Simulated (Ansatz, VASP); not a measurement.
**NaF in VASP and in Ansatz**

```
Na F
1.0
     2.90383    0.00000    0.00000
     0.00000    2.90383    0.00000
     0.00000    0.00000    2.79349
Na F
1 1
Direct
  0.00000 0.00000 0.00000
  0.50000 0.50000 0.50000
```

Change from the starting cell: biaxial_xy strain +4.0%.

Alike in both runs: task single point; functional PBE; k mesh 10 × 10 × 10; occupations fermi-dirac, width 0.02 eV; no spin polarisation.

|  | VASP | Ansatz |
| --- | --- | --- |
| version | VASP 6.6.1 | Ansatz 0.2.0 |
| potentials or method | VASP PAW PBE potentials, release 64 (Na_pv, F) | plane waves, PAW |
| plane-wave cutoff (eV) | 520 | 420 |
| valence electrons in the cell | 14 | 16 |

|  | VASP | Ansatz | Ansatz less VASP |
| --- | --- | --- | --- |
| gap on the k mesh at the Fermi level (eV) | 5.49 | 5.50 | +0.015 |
| pressure (GPa) | -0.2 | 0.0 | +0.21 |
| traceless stress, the component that is largest in VASP (GPa) | 3.92 | 3.92 | +0.002 |

VASP's potentials hold 14 valence electrons a cell and Ansatz's 16, so a difference there can come from the potentials and not from the codes.
